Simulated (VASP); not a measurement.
# Sb in VASP: notebook

Sb is run at these levels: PBE; tasks: relaxation of the atoms, single point.

All numbers are computed with VASP 6.6.1; they aren't measurements. Logs are shortened: lines on timing, memory, paths and dates and some standing lists are left out, and cuts for length are marked.

## (1) The cell of the first run

The cell holds a slab with vacuum, 3 atoms: a = 3.388 Å, b = 3.388 Å, c = 20.791 Å, α = 90.00°, β = 90.00°, γ = 90.00°.

## (2) Relaxation of the atoms, PBE

The input, INCAR:

```
ALGO = Normal
DIPOL = 0.5 0.5 0.500
EDIFF = 1E-6
EDIFFG = -0.01
ENCUT = 520
GGA = PE
IBRION = 2
IDIPOL = 3
ISIF = 2
ISMEAR = -1
LASPH = True
LCHARG = False
LDIPOL = True
LREAL = False
LWAVE = False
NELM = 60
NSW = 60
PREC = Accurate
SIGMA = 0.05
```

The input, KPOINTS:

```
k-points
0
Gamma
  10 10 1
```

The input, POSCAR:

```
Sb
1.0
    3.3880510193      0.0000000000      0.0000000000
    0.0000000000      3.3880510193      0.0000000000
    0.0000000000      0.0000000000     20.7914000000
Sb
3
Direct
    0.0000000000      0.0000000000      0.3847738079
    0.5000000000      0.5000000000      0.5000000000
    0.0000000000      0.0000000000      0.6152261921
```

Potentials or basis: VASP PAW PBE potentials, release 64 (Sb).

Started as:

```sh
cat potpaw_PBE.64/Sb/POTCAR > POTCAR
mpirun -np 1 vasp_std > vasp.out
```

OUTCAR:

```text
EDIFF = 1E-6
   EDIFFG = -0.01
   ENCUT = 520
   GGA = PE
   IBRION = 2
   ISIF = 2
   ISMEAR = -1
   LASPH = True
   LREAL = False
   NELM = 60
   NSW = 60
   PREC = Accurate

 ion  position               nearest neighbor table
   1  0.000  0.000  0.385-   2 3.39   2 3.39   2 3.39   2 3.39
   2  0.500  0.500  0.500-   1 3.39   3 3.39   1 3.39   3 3.39   1 3.39   3 3.39   1 3.39   3 3.39

   3  0.000  0.000  0.615-   2 3.39   2 3.39   2 3.39   2 3.39

  LATTYP: Found a simple tetragonal cell.
 ALAT       =     3.3880510193
 C/A-ratio  =     6.1366844482

  Lattice vectors:

 A1 = (   3.3880510193,   0.0000000000,   0.0000000000)
 A2 = (   0.0000000000,   3.3880510193,   0.0000000000)
 A3 = (   0.0000000000,   0.0000000000,  20.7914000000)

Analysis of symmetry for initial positions (statically):
=====================================================================
 Subroutine PRICEL returns:
 Original cell was already a primitive cell.

 Routine SETGRP: Setting up the symmetry group for a
 simple tetragonal supercell.

 Subroutine GETGRP returns: Found 16 space group operations
 (whereof 16 operations were pure point group operations)
 out of a pool of 16 trial point group operations.

The static configuration has the point symmetry D_4h.

Analysis of symmetry for dynamics (positions and initial velocities):
=====================================================================
 Subroutine PRICEL returns:
 Original cell was already a primitive cell.

 Routine SETGRP: Setting up the symmetry group for a
 simple tetragonal supercell.

 Subroutine GETGRP returns: Found 16 space group operations
 (whereof 16 operations were pure point group operations)
 out of a pool of 16 trial point group operations.

The dynamic configuration has the point symmetry D_4h.

 Subroutine INISYM returns: Found 16 space group operations
 (whereof 16 operations are pure point group operations),
 and found     1 'primitive' translations

----------------------------------------------------------------------------------------

                                     Primitive cell

  volume of cell :     238.6622

  direct lattice vectors                    reciprocal lattice vectors
     3.388051019  0.000000000  0.000000000     0.295154941  0.000000000  0.000000000
     0.000000000  3.388051019  0.000000000     0.000000000  0.295154941  0.000000000
     0.000000000  0.000000000 20.791400000     0.000000000  0.000000000  0.048096809

  length of vectors
     3.388051019  3.388051019 20.791400000     0.295154941  0.295154941  0.048096809

  position of ions in fractional coordinates (direct lattice)
     0.000000000  0.000000000  0.384773808
     0.500000000  0.500000000  0.500000000
     0.000000000  0.000000000  0.615226192

  ion indices of the primitive-cell ions
   primitive index   ion index
                 1           1
                 2           2
                 3           3

----------------------------------------------------------------------------------------

 KPOINTS: k-points

Automatic generation of k-mesh.
 Grid dimensions read from file:
 generate k-points for:   10   10    1

 Generating k-lattice:

  Cartesian coordinates                     Fractional coordinates (reciprocal lattice)
     0.029515494  0.000000000  0.000000000     0.100000000  0.000000000  0.000000000
     0.000000000  0.029515494  0.000000000     0.000000000  0.100000000  0.000000000
     0.000000000  0.000000000  0.048096809     0.000000000  0.000000000  1.000000000

  Length of vectors
     0.029515494  0.029515494  0.048096809

  Shift w.r.t. Gamma in fractional coordinates (k-lattice)
     0.000000000  0.000000000  0.000000000

 Subroutine IBZKPT returns following result:
 ===========================================

 Found     21 irreducible k-points:

 Following reciprocal coordinates:
            Coordinates               Weight
  0.000000  0.000000  0.000000      1.000000
  0.100000  0.000000  0.000000      4.000000
  0.200000  0.000000  0.000000      4.000000
  0.300000  0.000000  0.000000      4.000000
  0.400000  0.000000  0.000000      4.000000
  0.500000  0.000000  0.000000      2.000000
[... 13 lines left out ...]
  0.500000  0.400000  0.000000      4.000000
  0.500000  0.500000  0.000000      1.000000
   k-points           NKPTS =     21   k-points in BZ     NKDIM =     21   number of bands    NBANDS=     11
   number of dos      NEDOS =    301   number of ions     NIONS =      3
   total plane-waves  NPLWV = 125440
   dimension x,y,z NGX =    28 NGY =   28 NGZ =  160
   dimension x,y,z NGXF=    56 NGYF=   56 NGZF=  320
   ions per type =               3
   NGX,Y,Z   is equivalent  to a cutoff of  13.74, 13.74, 12.79 a.u.
   NGXF,Y,Z  is equivalent  to a cutoff of  27.48, 27.48, 25.59 a.u.
 SYSTEM =  unknown system
   PREC   = accura    normal or accurate (medium, high low for compatibility)
   ISTART =      0    job   : 0-new  1-cont  2-samecut
   ICHARG =      2    charge: 1-file 2-atom 10-const
   ISPIN  =      1    spin polarized calculation?
   LNONCOLLINEAR =      F non collinear calculations
   LSORBIT =      F    spin-orbit coupling
   LASPH  =      T    aspherical Exc in radial PAW
   ENCUT  =  520.0 eV  38.22 Ry    6.18 a.u.   6.30  6.30 38.66*2*pi/ulx,y,z
   NELM   =     60;   NELMIN=  2; NELMDL= -5     # of ELM steps
   EDIFF  = 0.1E-05   stopping-criterion for ELM
   LREAL  =      F    real-space projection
   EDIFFG = -.1E-01   stopping-criterion for IOM
   NSW    =     60    number of steps for IOM
   IBRION =      2    ionic relax: 0-MD 1-quasi-New 2-CG
   NFREE  =      1    steps in history (QN), initial steepest desc. (CG)
   ISIF   =      2    stress and relaxation
   ISYM   =      2    0-nonsym 1-usesym 2-fastsym
   POTIM  = 0.5000    time-step for ionic-motion
   TEBEG  =    0.0;   TEEND  =   0.0 temperature during run
   PSTRESS=    0.0 pullay stress
   NELECT =      15.0000    total number of electrons
   NUPDOWN=      -1.0000    fix difference up-down
   EMIN   =  10.00;   EMAX   =-10.00  energy-range for DOS
   EFERMI =   0.00;   METHOD = LEGACY
   ISMEAR =    -1;   SIGMA  =   0.05  broadening in eV -4-tet -1-fermi 0-gaus
   EFERMI_NEDOS =   21; number of points for ismear=-14 and -15
   IALGO  =     38    algorithm
   IMIX   =      4    mixing-type and parameters
     AMIX     =   0.40;   BMIX     =  1.00
     AMIX_MAG =   1.60;   BMIX_MAG =  1.00
  volume/ion in A,a.u.               =      79.55       536.86
  Fermi-wavevector in a.u.,A,eV,Ry     =   0.650895  1.230013  5.764297  0.423664
  Thomas-Fermi vector in A             =   1.720320
   LORBIT       =      0    0 simple, 1 ext, 2 COOP (PROOUT), +10 PAW based schemes
   GGA     = PE    functional components
   LHFCALC =     F    Hartree Fock is set to
   AEXX    =    0.0000 exact exchange contribution
   IVDW    =     0    specifies the selected vdW correction
   LEPSILON=     F    determine dielectric tensor
   LRPA    =     F    only Hartree local field effects (RPA)
 conjugate gradient relaxation of ions
 non-spin polarized calculation
  energy-cutoff  :      520.00
  volume of cell :      238.66
 maximum number of plane-waves:      6468
 NGX is ok and might be reduce to    28
   NGX = 13   NGY = 13   NGZ = 77

--------------------------------------- Ionic step        1  -------------------------------------------

 number of electron      14.9999999 magnetization

 Free energy of the ion-electron system (eV)
  ---------------------------------------------------
  ext. energy  EPLUGINS =         0.00000000
  ---------------------------------------------------
  free energy    TOTEN  =       -11.09799630 eV

  energy without entropy =      -11.08145785  energy(sigma->0) =      -11.08972708

------------------------ aborting loop because EDIFF is reached ----------------------------------------

  FORCE on cell =-STRESS in cart. coord.  units (eV):
  Direction    XX          YY          ZZ          XY          YZ          ZX
  --------------------------------------------------------------------------------------
  -------------------------------------------------------------------------------------
  Total       -2.5854912     -2.5854912     -1.0957269      0.0000000     -0.0000000      0.0000000
  in kB      -17.3568148    -17.3568148     -7.3557894      0.0000000     -0.0000000      0.0000000
  external PRESSURE =     -14.0231397 kB  Pullay stress =       0.0000000 kB
[... 207 lines left out ...]
  energy  without entropy=      -11.1195024329  energy(sigma->0) =      -11.12715226

--------------------------------------- Ionic step        7  -------------------------------------------

 number of electron      14.9999999 magnetization

 dipolmoment           0.000000      0.000000     -0.000000 electrons x Angstroem

 Free energy of the ion-electron system (eV)
  ---------------------------------------------------
  ext. energy  EPLUGINS =         0.00000000
  ---------------------------------------------------
  free energy    TOTEN  =       -11.13485285 eV

  energy without entropy =      -11.11971919  energy(sigma->0) =      -11.12728602

 E-fermi :  -0.1116     XC(G=0):  -4.2234

 val. band max:       -0.1444952705   @ k =   0.4000   0.3000   0.0000
 cond. band min:      -0.0522845119   @ k =   0.4000   0.4000   0.0000
 fundamental gap:      0.0922107586
 Fermi energy:        -0.1116147029

 k-point     1 :       0.0000    0.0000    0.0000
  band No.  band energies     occupation
      1     -12.5484      2.00000
      2     -10.7100      2.00000
      3      -8.3624      2.00000
      4      -3.4216      2.00000
      5      -0.3536      1.98432
      6       0.6118      0.00000
      7       0.6118      0.00000
      8       2.4886      0.00000
      9       2.4886      0.00000
     10       2.6645      0.00000
     11       3.7958      0.00000
[... 267 lines left out ...]
 k-point    21 :       0.5000    0.5000    0.0000
  band No.  band energies     occupation
      1      -7.6700      2.00000
      2      -7.2422      2.00000
      3      -7.0327      2.00000
      4      -4.5489      2.00000
      5      -4.5489      2.00000
      6      -2.6287      2.00000
      7      -2.6287      2.00000
      8      -0.9310      2.00000
      9      -0.5152      1.99938
     10      -0.3287      1.97431
     11      -0.3287      1.97431

------------------------ aborting loop because EDIFF is reached ----------------------------------------

 vacuum level on the upper side and lower side of the slab       (xc-potential included)        -0.151        -0.151

  FORCE on cell =-STRESS in cart. coord.  units (eV):
  Direction    XX          YY          ZZ          XY          YZ          ZX
  --------------------------------------------------------------------------------------
  -------------------------------------------------------------------------------------
  Total       -1.4114624     -1.4114624      0.0010729      0.0000000     -0.0000000      0.0000000
  in kB       -9.4753719     -9.4753719      0.0072027      0.0000000     -0.0000000      0.0000000
  external PRESSURE =      -6.3145137 kB  Pullay stress =       0.0000000 kB

 VOLUME and BASIS-vectors are now :
 -----------------------------------------------------------------------------
  energy-cutoff  :      520.00
  volume of cell :      238.66
      direct lattice vectors                 reciprocal lattice vectors
     3.388051019  0.000000000  0.000000000     0.295154941  0.000000000  0.000000000
     0.000000000  3.388051019  0.000000000     0.000000000  0.295154941  0.000000000
     0.000000000  0.000000000 20.791400000     0.000000000  0.000000000  0.048096809
[... 9 lines left out ...]
  FREE ENERGIE OF THE ION-ELECTRON SYSTEM (eV)
  ---------------------------------------------------
  free  energy   TOTEN  =       -11.1348528522 eV

  energy  without entropy=      -11.1197191886  energy(sigma->0) =      -11.12728602

 reached required accuracy - stopping structural energy minimisation

 vacuum level on the upper side and lower side of the slab         4.185         4.185
```

Run time: 2.8 min. Hardware: 1 thread of Intel Xeon 6975P-C (Granite Rapids), shared host; peak memory 0.37 GiB.

What came out:

```yaml
Free_energy: -11.1349 eV
Energy_gained_by_relaxing: 12.3 meV/atom
Ionic_steps: 7
```

Step by step:
```tsv
step	energy change (eV)	largest force (eV/Å)	pressure (GPa)
1	0.0000	0.2283	-1.40
2	-0.0049	0.2148	-1.34
3	-0.0179	0.1805	-1.16
4	-0.0354	0.0644	-0.78
5	0.0061	0.3965	0.17
6	-0.0368	0.0122	-0.66
7	-0.0369	0.0008	-0.63
```

Final structure:
```xyz
3
Lattice="3.3881 0.0000 0.0000 0.0000 3.3881 0.0000 0.0000 0.0000 20.7914" Properties=species:S:1:pos:R:3 pbc="T T T"
Sb    0.0000    0.0000    8.1328
Sb    1.6940    1.6940   10.3957
Sb    0.0000    0.0000   12.6586
```

Levels at points of the mesh, in eV from the Fermi level:
```csv
k point,band 5,band 6,band 7,band 8,band 9,band 10
"(0.00, 0.00, 0.00)",-0.24,0.72,0.72,2.60,2.60,2.78
"(0.50, 0.00, 0.00)",-4.19,-2.62,-0.58,1.26,2.35,3.25
"(0.50, 0.50, 0.00)",-4.44,-2.52,-2.52,-0.82,-0.40,-0.22
```

Caveat: the highest band is partly filled, so the run has too few bands; spin-orbit coupling is left out, which moves the levels of the heavy elements.

## (3) Single point, PBE

The input, INCAR:

```
SYSTEM = Sb
PREC = Accurate
ENCUT = 520
EDIFF = 1E-6
ISMEAR = -1
SIGMA = 0.05
LREAL = .FALSE.
LASPH = .TRUE.
NELM = 60
ALGO = Normal
ISIF = 2
LWAVE = .FALSE.
LCHARG = .FALSE.
LDIPOL = .TRUE.
IDIPOL = 3
DIPOL = 0.5 0.5 0.500
GGA = PE
NBANDS = 14
```

The input, KPOINTS:

```
Automatic mesh
0
G
  10 10 1
  0 0 0
```

POSCAR is that of step 2.

Potentials or basis: VASP PAW PBE potentials, release 64 (Sb).

Started as:

```sh
cat potpaw_PBE.64/Sb/POTCAR > POTCAR
mpirun -np 1 vasp_std > vasp.out
```

It took 2.4 min on 1 thread of AMD EPYC 7R13, shared host; peak memory 0.32 GiB.

The run converged. Its results:

| Item | Value |
| --- | --- |
| Free energy | -11.0980 eV |
| Largest force | 0.228 eV/Å |
| Band gap on the k mesh | zero (an odd number of electrons rules out a gap without spin polarisation) |

Forces in eV/Å, atoms in the order of the input:
```
Sb   0.000  0.000  0.228
Sb   0.000  0.000  0.000
Sb   0.000  0.000 -0.228
```

Levels at points of the mesh, in eV from the Fermi level:
```csv
k point,band 4,band 5,band 6,band 7,band 8,band 9,band 10,band 11
"(0.00, 0.00, 0.00)",-3.40,-0.49,1.10,1.10,2.52,2.74,2.74,3.99
"(0.50, 0.00, 0.00)",-4.69,-4.16,-2.79,-0.63,0.94,1.93,3.47,3.97
"(0.50, 0.50, 0.00)",-4.06,-4.06,-2.38,-2.38,-0.60,-0.45,-0.45,-0.19
```

Caveat: spin-orbit coupling is left out, which moves the levels of the heavy elements.

## (4) Single point, PBE

The input, INCAR:

```
SYSTEM = Sb
ALGO = Normal
DIPOL = 0.5 0.5 0.500
EDIFF = 1E-7
ENCUT = 520
GGA = PE
IDIPOL = 3
ISIF = 2
ISMEAR = -1
LASPH = .TRUE.
LCHARG = .FALSE.
LDIPOL = .TRUE.
LREAL = .FALSE.
LWAVE = .FALSE.
NBANDS = 14
NELM = 60
PREC = Accurate
SIGMA = 0.05
```

The input, KPOINTS:

```
k-points
0
G
  10 10 1
  0 0 0
```

The input, POSCAR:

```
Sb
1.0
    3.3880510193      0.0000000000      0.0000000000
    0.0000000000      3.3880510193      0.0000000000
    0.0000000000      0.0000000000     20.7914000000
Sb
3
Direct
    0.0000000000      0.0000000000      0.3909167307
    0.5000000000      0.5000000000      0.5000000036
    0.0000000000      0.0000000000      0.6090832657
```

Potentials or basis: VASP PAW PBE potentials, release 64 (Sb).

Started as:

```sh
cat potpaw_PBE.64/Sb/POTCAR > POTCAR
mpirun -np 1 vasp_std > vasp.out
```

OUTCAR:

```text
SYSTEM = Sb
   EDIFF = 1E-7
   ENCUT = 520
   GGA = PE
   ISIF = 2
   ISMEAR = -1
   LASPH = .TRUE.
   LREAL = .FALSE.
   NELM = 60
   PREC = Accurate

 ion  position               nearest neighbor table
   1  0.000  0.000  0.391-   2 3.30   2 3.30   2 3.30   2 3.30
   2  0.500  0.500  0.500-   3 3.30   3 3.30   3 3.30   3 3.30   1 3.30   1 3.30   1 3.30   1 3.30

   3  0.000  0.000  0.609-   2 3.30   2 3.30   2 3.30   2 3.30

  LATTYP: Found a simple tetragonal cell.
 ALAT       =     3.3880510193
[... 553 lines left out ...]
  Direction    XX          YY          ZZ          XY          YZ          ZX
  --------------------------------------------------------------------------------------
  -------------------------------------------------------------------------------------
  Total       -1.4521779     -1.4521779     -0.0695990      0.0000000      0.0000000      0.0000000
  in kB       -9.7487021     -9.7487021     -0.4672290      0.0000000      0.0000000      0.0000000
  external PRESSURE =      -6.6548777 kB  Pullay stress =       0.0000000 kB

 VOLUME and BASIS-vectors are now :
 -----------------------------------------------------------------------------
  energy-cutoff  :      520.00
  volume of cell :      238.66
      direct lattice vectors                 reciprocal lattice vectors
     3.388051019  0.000000000  0.000000000     0.295154941  0.000000000  0.000000000
     0.000000000  3.388051019  0.000000000     0.000000000  0.295154941  0.000000000
     0.000000000  0.000000000 20.791400000     0.000000000  0.000000000  0.048096809

 POSITION                                       TOTAL-FORCE (eV/Angst)
 -----------------------------------------------------------------------------------
      0.00000      0.00000      8.12771         0.000000     -0.000000      0.014936
      1.69403      1.69403     10.39570         0.000000      0.000000      0.000000
      0.00000      0.00000     12.66369         0.000000      0.000000     -0.014936
 -----------------------------------------------------------------------------------
    total drift:                               -0.000000      0.000000     -0.000002

  FREE ENERGIE OF THE ION-ELECTRON SYSTEM (eV)
  ---------------------------------------------------
  free  energy   TOTEN  =       -11.1347792849 eV

  energy  without entropy=      -11.1194422506  energy(sigma->0) =      -11.12711077

 vacuum level on the upper side and lower side of the slab         4.266         4.266
```

stdout:

```text
POSCAR found type information on POSCAR Sb
 POSCAR found :  1 types and       3 ions
 scaLAPACK will be used
 LDA part: xc-table for (Slater+PW92), standard interpolation
 POSCAR, INCAR and KPOINTS ok, starting setup
 FFT: planning ... GRIDC
 FFT: planning ... GRID_SOFT
 FFT: planning ... GRID
 WAVECAR not read
 entering main loop
```

Run time: 3 min. Hardware: 1 thread of AMD EPYC 7R13, shared host; peak memory 0.32 GiB.

Results:

* Free energy: -11.1348 eV
* Largest force: 0.015 eV/Å
* Band gap on the k mesh: zero (an odd number of electrons rules out a gap without spin polarisation)

Forces on the atoms (eV/Å):
```
Sb   0.000  0.000  0.015
Sb   0.000  0.000  0.000
Sb   0.000  0.000 -0.015
```

Levels at points of the mesh, in eV from the Fermi level:
| k point | band 3 | band 4 | band 5 | band 6 | band 7 | band 8 | band 9 | band 10 | band 11 | band 12 |
| --- | --- | --- | --- | --- | --- | --- | --- | --- | --- | --- |
| (0.00, 0.00, 0.00) | -8.26 | -3.31 | -0.25 | 0.74 | 0.74 | 2.61 | 2.61 | 2.77 | 3.92 | 4.49 |
| (0.50, 0.00, 0.00) | -8.66 | -4.93 | -4.19 | -2.63 | -0.58 | 1.25 | 2.34 | 3.26 | 3.78 | 4.01 |
| (0.50, 0.50, 0.00) | -6.92 | -4.42 | -4.42 | -2.51 | -2.51 | -0.81 | -0.39 | -0.22 | -0.22 | 1.01 |

Caveat: spin-orbit coupling is left out, which moves the levels of the heavy elements.

## (5) Summary

| task | cell | gap on the mesh (eV) | largest force (eV/Å) |
| --- | --- | --- | --- |
| relaxation of the atoms | atoms relaxed, atomic positions A | - | - |
| single point | as given, atomic positions A | none | 0.23 |
| single point | as given, atomic positions B | none | 0.01 |

Alike in all rows: level PBE; potentials or basis VASP PAW PBE potentials, release 64 (Sb); no spin polarisation; k mesh 10 × 10 × 1; cutoff (eV) 520; smearing fermi-dirac 0.05 eV.

Caveats: spin-orbit coupling is left out, which moves the levels of the heavy elements; the highest band is partly filled, so the run has too few bands (at least some runs).

Total energies depend on the potentials used, so only differences within one code and one set of settings carry meaning.
